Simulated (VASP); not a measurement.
Here is a VASP 6.6.1 calculation.

Contents of INCAR:

```
SYSTEM = Si16O31
ALGO     = Normal         ! electronic algorithm
EDIFF    = 1E-6           ! SCF threshold, eV
ENCUT    = 520            ! plane-wave cutoff, eV
GGA_COMPAT= .FALSE.      
ISIF     = 2              ! what is computed and relaxed
ISMEAR   = 0              ! smearing method
ISPIN    = 2              ! spin polarisation
LASPH    = .TRUE.         ! aspherical terms in the spheres
LCHARG   = .FALSE.        ! write CHGCAR
LORBIT   = 11             ! projections on sites
LREAL    = Auto         
LWAVE    = .FALSE.        ! write WAVECAR
MAGMOM   = 0 0 0 0 0 0 0 0 0 0.06 0 0 0 0 0 0 0 0 0 0 0 0 0 0 0 0 0 0 0 0 0 0 0 0 0 0 0 0 0 0 0 0 0 0 0 0.07 0 ! initial moments
NBANDS   = 158            ! bands
NELECT   = 251.0        
NELM     = 200            ! most SCF steps
PREC     = Accurate       ! precision mode
SIGMA    = 0.02           ! smearing width, eV
```

KPOINTS

```
k-points
0
G
  1 1 2
  0 0 0
```

File POSCAR:

```
Si16O31
1.0
    0.1638120000      6.0954500000      6.0878850000
    0.1638120000     -6.0954500000      6.0878850000
    6.9450000000      0.0000000000      0.0000000000
Si O
16 31
Direct
    0.1731020739      0.8955128885      0.6415810001
    0.3561658681      0.0761515952      0.0995162292
    0.3250309594      0.6055603707      0.8491658708
    0.1470733307      0.4278463663      0.4009029884
    0.3643348097      0.1800447244      0.5101585457
    0.5708462550      0.3792674544      0.7406342654
    0.1346073250      0.3192509526      0.9858425584
    0.9279300921      0.1143647278      0.7651309721
    0.6881194000      0.4195863139      0.1155260636
    0.8526030664      0.5711539527      0.6124763881
    0.8233758455      0.1199943068      0.3437930380
    0.6488798880      0.9114408146      0.9107364644
    0.8542883364      0.6413732932      0.0491090968
    0.0645245526      0.8876721463      0.2297387695
    0.6379157863      0.8278554955      0.4878476710
    0.4346928571      0.6203172162      0.2605623744
    0.7647349810      0.2731606100      0.2377985957
    0.5025858986     -0.0057675454      0.0071090269
    0.0133062472      0.7397841939      0.1156425844
    0.4871034534      0.7711239934      0.3757536711
    0.5761725208      0.3218557764      0.9624574786
    0.4037991191      0.1744798727      0.2837028023
    0.9116941179      0.1600601942      0.5406087520
    0.0980293115      0.3337662957      0.2130051401
    0.3136851900      0.0105425180      0.5841970642
    0.2354885585      0.9414403750      0.1607549197
    0.1893767930      0.4848525987      0.9050433600
    0.2700025650      0.5622868098      0.3473164885
    0.2710130484      0.1937552578      0.9507960222
    0.0576911647      0.9809367003      0.7906333034
    0.2244420383      0.3018560110      0.5461481734
    0.4501078771      0.5218840380      0.7101297423
    0.2473694445      0.7460423890      0.7374386207
    0.0030566237      0.5046755362      0.5055343959
    0.5151850108      0.2315365517      0.6212322602
    0.9800034002      0.2672473281      0.8781104915
    0.0749332896      0.8484295860      0.4582116747
    0.4081733656      0.6669995392      0.0375692982
    0.5919129081      0.8359880789      0.7133803720
    0.8984398923      0.6416636083     -0.1859894074
    0.7342835530      0.4280913933      0.6436195875
    0.6872052660      0.9960303733      0.4013586470
    0.7679457731      0.0499160952      0.8529066107
    0.7780281070      0.7039083948      0.4726332639
    0.5621682037      0.4859949925      0.2785281916
    0.7201510632      0.7843560029      0.0560419998
    0.9462722916      0.0325617370      0.2036571980
```

Potentials or basis: VASP PAW LDA potentials, release 64 (Si, O).

Launch:

```bash
$ cat potpaw_LDA.64/Si/POTCAR potpaw_LDA.64/O/POTCAR > POTCAR
$ mpirun -np 1 vasp_std > vasp.out
```

(1) What does it give for the net moment?

(2) Estimate the site moments.

Results:

(1) 1.00 μB per cell.

(2) Si -0.00, +0.00, +0.10, +0.13, +0.01 (each value once); O +0.00, +0.04, -0.00, +0.07, +0.01 (each value once) μB.

Caveat: the k points lie up to 0.73 Å⁻¹ apart; the cell carries a net charge on a neutralising background, which shifts energy and pressure.
